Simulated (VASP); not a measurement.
Write the native input for VASP 6.6.1 that does the following.

- Task: electric field gradients
- Functional: PBE
- Potentials or basis: VASP PAW PBE potentials, release 64 (Bi_d, Se)
- Cutoff: 520 eV
- k mesh: 9 × 9 × 9
- Occupations: fermi-dirac, width 0.02 eV
- Spin: no spin polarisation
- Dipole correction: no
- Further INCAR settings: ALGO = Normal; EDIFF = 1e-08; NBANDS = 32

The structure of Bi2Se3 lies in POSCAR:

```
Bi2Se3
1.0
    2.0715000000      1.1959810826      9.5453333333
   -2.0715000000      1.1959810826      9.5453333333
    0.0000000000     -2.3919621653      9.5453333333
Bi Se
2 3
Direct
    0.4008000000      0.4008000000      0.4008000000
    0.5992000000      0.5992000000      0.5992000000
    0.0000000000      0.0000000000      0.0000000000
    0.2117000000      0.2117000000      0.2117000000
    0.7883000000      0.7883000000      0.7883000000
```

These files were run (other wordings do the same):

INCAR

```
ALGO     = Normal         # electronic algorithm
EDIFF    = 1E-8           # SCF threshold, eV
ENCUT    = 520            # plane-wave cutoff, eV
GGA      = PE             # functional
ISIF     = 2              # what is computed and relaxed
ISMEAR   = -1             # smearing method
LASPH    = T              # aspherical terms in the spheres
LCHARG   = F              # write CHGCAR
LEFG     = T            
LREAL    = F              # projectors in reciprocal space
LWAVE    = F              # write WAVECAR
NBANDS   = 32             # bands
NELM     = 60             # most SCF steps
PREC     = Accurate       # precision mode
SIGMA    = 0.02           # smearing width, eV
```

KPOINTS

```
k-points
0
Gamma
  9 9 9
```

Potentials or basis: VASP PAW PBE potentials, release 64 (Bi_d, Se).

Command:

```sh
$ cat potpaw_PBE.64/Bi_d/POTCAR potpaw_PBE.64/Se/POTCAR > POTCAR
$ mpirun -np 1 vasp_std > vasp.out
```

It gave:

```
Pressure                                : 2.6 GPa
Largest force                           : 0.167 eV/Å
Band gap on the k mesh                  : 0.21 eV
Largest electric field gradient by atom : Bi +10.4; Se +72.3, -21.4 (each value once) V/Å²
```

Caveat: without QUAD_EFG the Cq values of the log hold for a quadrupole moment of 1 mb, not for the nuclei; spin-orbit coupling is left out, which moves the levels of the heavy elements; an odd mesh through Γ misses points on the zone boundary, where band edges can lie.

Run time: 32 min on 1 thread of Intel(R) Xeon(R) Platinum 8375C CPU @ 2.90GHz (Ice Lake), with other jobs on the host, peak memory 1.1 GiB.
